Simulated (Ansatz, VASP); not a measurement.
## Two plane-wave programs on MoS2

```
Mo S
1.0
     1.72367   -1.88812    0.00000
     1.72367    1.88812    0.00000
     0.00000    0.00000    9.01531
Mo S
1 2
Cartesian
  0.0000 0.0000 0.0000
  0.0000 0.0000 6.5735
  0.0000 0.0000 2.4418
```

Alike in both runs: functional PBE; k mesh 6 × 6 × 4; occupations gaussian, width 0.1 eV; collinear spin.

Ansatz relaxed the structure, and its values are those at the end. VASP's run is a single point on that final structure, the one shown.

|  | VASP | Ansatz |
| --- | --- | --- |
| version | VASP 6.6.1 | Ansatz 0.2.0 |
| potentials or method | VASP PAW PBE potentials, release 64 (Mo_sv, S), cutoff 520 eV | scalar-relativistic, plane waves, PAW |
| valence electrons in the cell | 26 | 26 |

|  | VASP | Ansatz | Ansatz less VASP |
| --- | --- | --- | --- |
| gap on the k mesh at the Fermi level (eV) | none | none | - |
| pressure (GPa) | 0.1 | 0.0 | -0.04 |
| rms of the force components (eV/Å) | 0.004 | 0.003 | -0.0016 |
| net moment per atom (μB) | 0.00 | 0.00 | 0.000 |

A gap of «none» marks a metal or a gap that the smearing closes. With one functional, cell and mesh, what is left measures potentials, basis and numerics. Ansatz's warnings: seeded moment not kept.

The k mesh is coarse, so the values compare programs but aren't converged.
